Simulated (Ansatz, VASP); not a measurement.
**Two plane-wave programs on HfN**

```xyz
4
Lattice="0.0000 -2.2508 -2.2508 0.0000 2.2508 -2.2508 4.5016 0.0000 0.0000" Properties=species:S:1:pos:R:3 pbc="T T T"
Hf    2.2508   -0.0408   -2.2508
Hf    0.0000    0.0408    0.0000
N     0.0000    0.0680   -2.2508
N     2.2508   -0.0680    0.0000
```

Change from the starting cell: mode 4 frozen in at -0.043 Å and mode 11 at +0.045 Å (largest displacements).

Alike in both runs: task single point; functional PBEsol; k mesh 14 × 14 × 10; occupations gaussian, width 0.15 eV; no spin polarisation.

|  | VASP | Ansatz |
| --- | --- | --- |
| version | VASP 6.6.1 | Ansatz 0.2.0 |
| potentials or method | VASP PAW PBE potentials, release 64 (Hf_pv, N), cutoff 520 eV | scalar-relativistic, plane waves, PAW |
| valence electrons in the cell | 30 | 62 |

Ansatz gave:

```
gap on the k mesh at the Fermi level (eV)                     : none
pressure (GPa)                                                : 0.2
traceless stress, the component that is largest in VASP (GPa) : 0.43
rms of the force components (eV/Å)                            : 0.279
```

Question: What did VASP give for the same quantities?

Answer: gap on the k mesh at the Fermi level (eV): none; pressure (GPa): -2.0; traceless stress, the component that is largest in VASP (GPa): 0.41; rms of the force components (eV/Å): 0.283.

VASP's potentials were made for PBE, not for PBEsol, and Ansatz warns of the same on its side. Atom by atom the forces differ by 0.005 eV/Å (rms over components). A gap of «none» marks a metal or a gap that the smearing closes. VASP's potentials hold 30 valence electrons a cell and Ansatz's 62, so a difference there can come from the potentials and not from the codes.

Spin-orbit coupling is off throughout.
